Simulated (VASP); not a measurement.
Input of a VASP 6.6.1 run:

Contents of INCAR:

```
  ALGO = Normal
  EDIFF = 1E-6
  EDIFFG = -0.01
  ENCUT = 600
  GGA = RP
  IBRION = 2
  ISIF = 3
  ISMEAR = -1
  LASPH = T
  LCHARG = F
  LREAL = F
  LWAVE = F
  NELM = 100
  NSW = 80
  PREC = Accurate
  SIGMA = 0.1
```

KPOINTS

```
k-points
0
Gamma
  5 5 5
```

File POSCAR:

```
Ta
1.0
    5.2476303976      0.0000000000      0.0000000000
    0.0000000000      5.2476303976      0.0000000000
    0.0000000000      0.0000000000      5.2476303976
Ta
8
Direct
    0.0000000000      0.0000000000      0.0000000000
    0.5000000000      0.5000000000      0.5000000000
    0.2500000000      0.0000000000      0.5000000000
    0.7500000000      0.0000000000      0.5000000000
    0.5000000000      0.2500000000      0.0000000000
    0.5000000000      0.7500000000      0.0000000000
    0.0000000000      0.5000000000      0.2500000000
    0.0000000000      0.5000000000      0.7500000000
```

Potentials or basis: VASP PAW PBE potentials, release 64 (Ta_pv).

Command:

```sh
$ cat potpaw_PBE.64/Ta_pv/POTCAR > POTCAR
$ mpirun -np 1 vasp_std > vasp.out
```

Problem. Predict the relaxed cell.

Solution. a = 5.340 Å, b = 5.340 Å, c = 5.340 Å, α = 90.00°, β = 90.00°, γ = 90.00°.

Problem. Predict the band gap on the k mesh.

Solution. Zero (bands 44 and 45 overlap by 0.17 eV).

Final structure:
```xyz
8
Lattice="5.3402 0.0000 0.0000 0.0000 5.3402 0.0000 0.0000 0.0000 5.3402" Properties=species:S:1:pos:R:3 pbc="T T T"
Ta    0.0000    0.0000    0.0000
Ta    2.6701    2.6701    2.6701
Ta    1.3351    0.0000    2.6701
Ta    4.0052    0.0000    2.6701
Ta    2.6701    1.3351    0.0000
Ta    2.6701    4.0052    0.0000
Ta    0.0000    2.6701    1.3351
Ta    0.0000    2.6701    4.0052
```

Caveat: spin-orbit coupling is left out, which moves the levels of the heavy elements.
